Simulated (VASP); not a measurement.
Al2Te3H:

```
CELL_PARAMETERS angstrom
6.45748 0.00000 0.00000
-3.22874 5.59235 0.00000
0.00000 0.00000 3.78571
ATOMIC_POSITIONS crystal
Al 0.66667 0.33333 0.50000
Al 0.33333 0.66667 0.50000
Te 0.00000 0.50000 0.00000
Te 0.50000 0.50000 0.00000
Te 0.50000 0.00000 0.00000
H 0.00000 0.00000 0.50000
```

The cell was generated, and may not be a known phase.

```yaml
Program: VASP 6.6.1
Task: relaxation of cell and atoms
Functional: PBE
Potentials_or_basis: VASP PAW PBE potentials, release 64 (Al, Te, H)
Cutoff: 600 eV
k_mesh: 3 × 3 × 4
Occupations: gaussian, width 0.1 eV
Spin: no spin polarisation
```

At the start: pressure 15.1 GPa; volume 22.79 Å³/atom.

Where does the relaxation end?

Over 5 steps the energy falls by 233.8 meV/atom and the volume is 28.88 Å³/atom (+26.7 %); space group P6/mmm (No. 191, to 0.1 Å) before and after.

The path:
```tsv
step	energy change (eV)	largest force (eV/Å)	pressure (GPa)	volume (Å³)
1	0.0000	0.0000	15.12	136.71
2	-1.3206	0.0000	-2.07	183.81
3	-1.3979	0.0000	0.14	172.28
4	-1.3980	0.0000	-0.03	173.04
5	-1.4029	0.0000	0.01	173.27
```

Final structure:
```
Al Te H
1.0
     6.98979    0.00000    0.00000
    -3.49490    6.05334    0.00000
     0.00000    0.00000    4.09516
Al Te H
2 3 1
Direct
  0.66667 0.33333 0.50000
  0.33333 0.66667 0.50000
  0.00000 0.50000 0.00000
  0.50000 0.50000 0.00000
  0.50000 0.00000 0.00000
  0.00000 0.00000 0.50000
```

Caveat: the k points lie up to 0.38 Å⁻¹ apart in the final cell, too coarse for converged energies and pressures of a metal; the volume moved by over 15 % at a fixed basis, so the end points are rough; an odd number of electrons without spin polarisation forces a metal; a magnetic or distorted state may lie lower.
